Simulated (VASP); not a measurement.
# SiC (P6_3mc) in VASP: notebook, part 2 of 2

VASP 6.6.1.

### Step 4. Single point, PBE (zz strain of -2 %)

INCAR reads:

```
SYSTEM = SiC
PREC = Accurate ; ENCUT = 520
EDIFF = 1E-6 ; ISMEAR = -1
SIGMA = 0.08 ; LREAL = .False.
LASPH = .True. ; NELM = 60
ALGO = Normal ; ISIF = 2
LWAVE = .False. ; LCHARG = .False.
GGA = PE ; NBANDS = 16
```

KPOINTS reads:

```
Automatic mesh
0
Gamma
  15 15 8
  0 0 0
```

POSCAR reads:

```
SiC
1.0
    3.0759982064      0.0000000000      0.0000000000
   -1.5379991032      2.6638925888      0.0000000000
    0.0000000000      0.0000000000      4.9470400000
Si C
2 2
Direct
    0.3333333333      0.6666666667      0.0000000000
    0.6666666667      0.3333333333      0.5000000000
    0.3333333333      0.6666666667      0.3850000000
    0.6666666667      0.3333333333      0.8850000000
```

Potentials or basis: VASP PAW PBE potentials, release 64 (Si, C).

The run is started by

```bash
cat potpaw_PBE.64/Si/POTCAR potpaw_PBE.64/C/POTCAR > POTCAR
mpirun -np 1 vasp_std > vasp.out
```

OUTCAR:

```text
SYSTEM = SiC
   PREC = Accurate
   ENCUT = 520
   EDIFF = 1E-6
   ISMEAR = -1
   LREAL = .False.
   LASPH = .True.
   NELM = 60
   ISIF = 2
   GGA = PE

 ion  position               nearest neighbor table
   1  0.333  0.667  0.000-   4 1.86   4 1.86   4 1.86   3 1.90   2 3.05   2 3.05   2 3.05   2 3.05
                             2 3.05   2 3.05
   2  0.667  0.333  0.500-   3 1.86   3 1.86   3 1.86   4 1.90   1 3.05   1 3.05   1 3.05   1 3.05
                             1 3.05   1 3.05
   3  0.333  0.667  0.385-   2 1.86   2 1.86   2 1.86   1 1.90
   4  0.667  0.333  0.885-   1 1.86   1 1.86   1 1.86   2 1.90

  LATTYP: Found a hexagonal cell.
 ALAT       =     3.0759982064
 C/A-ratio  =     1.6082714189

  Lattice vectors:

 A1 = (   3.0759982064,   0.0000000000,   0.0000000000)
 A2 = (  -1.5379991032,   2.6638925888,   0.0000000000)
 A3 = (   0.0000000000,   0.0000000000,   4.9470400000)

Analysis of symmetry for initial positions (statically):
=====================================================================
[... 173 lines left out ...]
  ---------------------------------------------------
  free energy    TOTEN  =       -30.03659390 eV

  energy without entropy =      -30.03659388  energy(sigma->0) =      -30.03659389

 E-fermi :   9.8558     XC(G=0): -11.4362

 val. band max:        8.7229219494   @ k =   0.0000   0.0000   0.0000
 cond. band min:      10.9776643514   @ k =   0.3333   0.3333   0.0000
 fundamental gap:      2.2547424020
 Fermi energy:         9.8557567266

 k-point     1 :       0.0000    0.0000    0.0000
  band No.  band energies     occupation
      1      -7.2434      2.00000
      2      -3.4892      2.00000
      3      -0.1442      2.00000
      4       6.9580      2.00000
      5       6.9580      2.00000
      6       8.3542      2.00000
[... 433 lines left out ...]
      3       1.1590      2.00000
      4       2.4216      2.00000
      5       2.7601      2.00000
      6       3.7540      2.00000
[... 8 lines left out ...]
     15      20.0803      0.00000
     16      20.4721      0.00000

 [... further k-points ...]
[... 5 lines left out ...]
  --------------------------------------------------------------------------------------
  -------------------------------------------------------------------------------------
  Total        1.5625454      1.5625454      2.9512402      0.0000000      0.0000000      0.0000000
  in kB       61.7582551     61.7582551    116.6452173      0.0000000      0.0000000      0.0000000
  external PRESSURE =      80.0539092 kB  Pullay stress =       0.0000000 kB

 VOLUME and BASIS-vectors are now :
 -----------------------------------------------------------------------------
  energy-cutoff  :      520.00
  volume of cell :       40.54
      direct lattice vectors                 reciprocal lattice vectors
     3.075998206  0.000000000  0.000000000     0.325097719  0.187695255  0.000000000
    -1.537999103  2.663892589  0.000000000     0.000000000  0.375390511  0.000000000
     0.000000000  0.000000000  4.947040000     0.000000000  0.000000000  0.202141078

 POSITION                                       TOTAL-FORCE (eV/Angst)
 -----------------------------------------------------------------------------------
     -0.00000      1.77593      0.00000        -0.000000      0.000000      0.590658
      1.53800      0.88796      2.47352         0.000000     -0.000000      0.590658
     -0.00000      1.77593      1.90461         0.000000     -0.000000     -0.590658
      1.53800      0.88796      4.37813        -0.000000      0.000000     -0.590658
 -----------------------------------------------------------------------------------
    total drift:                                0.000000      0.000000     -0.000219

  FREE ENERGIE OF THE ION-ELECTRON SYSTEM (eV)
  ---------------------------------------------------
  free  energy   TOTEN  =       -30.0365938953 eV

  energy  without entropy=      -30.0365938850  energy(sigma->0) =      -30.03659389
```

OSZICAR:

```text
N       E                     dE             d eps       ncg     rms          rms(c)
DAV:   1     0.260016853032E+02    0.26002E+02   -0.71920E+03  4320   0.897E+02
DAV:   2    -0.313400856744E+02   -0.57342E+02   -0.52519E+02  6072   0.160E+02
DAV:   3    -0.338676746661E+02   -0.25276E+01   -0.25185E+01  5760   0.309E+01
DAV:   4    -0.338858221230E+02   -0.18147E-01   -0.18144E-01  5176   0.319E+00
DAV:   5    -0.338859960224E+02   -0.17390E-03   -0.17390E-03  5760   0.297E-01    0.128E+01
DAV:   6    -0.301400090151E+02    0.37460E+01   -0.66241E+00  5464   0.158E+01    0.580E+00
DAV:   7    -0.300546377284E+02    0.85371E-01   -0.11606E+00  6184   0.633E+00    0.253E+00
DAV:   8    -0.300377846149E+02    0.16853E-01   -0.48844E-02  4936   0.141E+00    0.635E-01
DAV:   9    -0.300362461717E+02    0.15384E-02   -0.76250E-03  5616   0.594E-01    0.122E-01
DAV:  10    -0.300365658583E+02   -0.31969E-03   -0.99945E-04  5248   0.183E-01    0.574E-02
DAV:  11    -0.300365922267E+02   -0.26368E-04   -0.93795E-05  5000   0.690E-02    0.133E-02
DAV:  12    -0.300365933656E+02   -0.11388E-05   -0.65473E-06  5720   0.160E-02    0.371E-03
DAV:  13    -0.300365938953E+02   -0.52979E-06   -0.39890E-07  3568   0.425E-03
   1 F= -.30036594E+02 E0= -.30036594E+02  d E =-.103965E-07
```

stdout:

```text
POSCAR found type information on POSCAR SiC
 POSCAR found :  2 types and       4 ions
 scaLAPACK will be used
 LDA part: xc-table for (Slater+PW92), standard interpolation
 POSCAR, INCAR and KPOINTS ok, starting setup
 FFT: planning ... GRIDC
 FFT: planning ... GRID_SOFT
 FFT: planning ... GRID
 WAVECAR not read
 entering main loop
```

Run time: 48 s. Hardware: 1 thread of Intel Xeon Platinum 8488C (Sapphire Rapids), shared host; peak memory 0.2 GiB.

What came out:

```yaml
Free_energy: -30.0366 eV
Pressure: 8.0 GPa
Largest_force: 0.591 eV/Å
Band_gap_on_the_k_mesh: 2.25 eV, indirect (least direct gap 3.93 eV)
```

Forces in eV/Å, atoms in the order of the input:
```
Si   0.000  0.000  0.591
Si   0.000  0.000  0.591
C    0.000  0.000 -0.591
C    0.000  0.000 -0.591
```

Caveat: the cell differs from its parent crystal (zz strain of -2 %). A k mesh can miss the band edges.

### Step 5. The runs side by side

| cell | gap on the mesh (eV) | pressure (GPa) | largest force (eV/Å) |
| --- | --- | --- | --- |
| a = 3.086, b = 3.086, c = 5.065 Å, angles 90.0, 90.0, 120.0°, 4 atoms | 2.34 | 1.4 | 0.74 |
| a = 3.116, b = 3.116, c = 5.114 Å, angles 90.0, 90.0, 120.0°, 4 atoms | 2.39 | -4.6 | 0.69 |
| a = 3.076, b = 3.076, c = 4.947 Å, angles 90.0, 90.0, 120.0°, 4 atoms | 2.25 | 8.0 | 0.59 |

Alike in all rows: task single point; level PBE; potentials or basis VASP PAW PBE potentials, release 64 (Si, C); no spin polarisation; k mesh 15 × 15 × 8; cutoff (eV) 520; smearing fermi-dirac 0.08 eV.

Total energies depend on the potentials used, so only differences within one code and one set of settings carry meaning.
